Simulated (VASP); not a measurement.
ZnS: single point with r2SCAN

The system is ZnS.

```
Zn S
1.0
     0.00000    5.39234    5.39234
     5.39234    0.00000    5.39234
     5.39234    5.39234    0.00000
Zn S
8 8
Direct
  0.11825 0.11228 0.12772
  0.12257 0.12679 0.62317
  0.12477 0.62542 0.12358
  0.12604 0.62733 0.62153
  0.62160 0.12728 0.11635
  0.61753 0.13398 0.62684
  0.62050 0.62606 0.11466
  0.63239 0.63421 0.61390
  0.00121 0.99428 0.00060
  0.99117 0.01056 0.49960
  0.99359 0.49995 0.00225
  0.00740 0.49907 0.50158
  0.49122 0.00675 0.99343
  0.50700 0.00843 0.49628
  0.49289 0.50295 0.98940
  0.49928 0.51299 0.49090
```

```
Program             : VASP 6.6.1
Task                : single point
Functional          : r2SCAN
Potentials or basis : VASP PAW PBE potentials, release 64 (Zn, S)
Cutoff              : 520 eV
k mesh              : 2 × 2 × 2
Occupations         : fermi-dirac, width 0.02 eV
Spin                : no spin polarisation
```

The pressure is 0.3 GPa and the largest force is 0.723 eV/Å. The band gap on the k mesh is 2.66 eV.

Forces on the atoms (eV/Å):
```
Zn   0.516  0.000  0.506
Zn  -0.142  0.251  0.154
Zn  -0.101 -0.077 -0.392
Zn   0.419  0.199  0.122
Zn   0.122  0.164 -0.036
Zn   0.067 -0.134  0.361
Zn   0.088  0.034  0.070
Zn  -0.015 -0.090 -0.078
S   -0.039 -0.580 -0.155
S   -0.260  0.306 -0.114
S   -0.232  0.023  0.054
S   -0.119 -0.395 -0.127
S    0.058  0.399 -0.188
S   -0.242 -0.544 -0.388
S   -0.081  0.364  0.246
S   -0.039  0.080 -0.037
```

Stress tensor (GPa, compression positive):
```
0.32 0.34 0.17
0.34 0.28 0.44
0.17 0.44 0.27
```

Levels at points of the mesh, in eV from the valence-band top:
| k point | band 68 | band 69 | band 70 | band 71 | band 72 | band 73 | band 74 | band 75 | band 76 | band 77 |
| --- | --- | --- | --- | --- | --- | --- | --- | --- | --- | --- |
| (0.00, 0.00, 0.00) | -0.83 | -0.83 | -0.04 | -0.02 | 0.00 | 2.66 | 3.55 | 3.70 | 3.71 | 3.76 |
| (0.50, 0.00, 0.00) | -1.61 | -0.55 | -0.52 | -0.49 | -0.45 | 3.98 | 3.99 | 4.58 | 4.64 | 4.70 |
| (0.00, 0.50, 0.00) | -1.61 | -0.58 | -0.51 | -0.48 | -0.44 | 3.93 | 4.00 | 4.55 | 4.59 | 4.68 |
| (0.00, 0.00, 0.50) | -1.62 | -0.55 | -0.52 | -0.47 | -0.46 | 3.97 | 3.98 | 4.55 | 4.60 | 4.68 |
| (0.50, 0.50, 0.50) | -1.55 | -0.58 | -0.56 | -0.47 | -0.41 | 3.96 | 4.05 | 4.63 | 4.65 | 4.66 |
| (0.50, 0.50, 0.00) | -1.26 | -0.99 | -0.95 | -0.94 | -0.89 | 4.83 | 4.87 | 4.98 | 5.04 | 5.29 |
| (0.00, 0.50, 0.50) | -1.25 | -1.02 | -0.96 | -0.93 | -0.86 | 4.82 | 4.88 | 5.00 | 5.06 | 5.26 |
| (0.50, 0.00, 0.50) | -1.24 | -1.02 | -0.96 | -0.93 | -0.88 | 4.84 | 4.88 | 5.03 | 5.05 | 5.27 |

It took 29 min on 1 thread of Oxide Virtual Turin-like Processor, on a shared host, peak memory 0.57 GiB.

Caveat: the k points lie up to 0.50 Å⁻¹ apart; the PAW data sets were made with another functional, which shifts forces and pressure a little. r2SCAN opens gaps a little over a GGA but as a rule still falls short of measured ones.
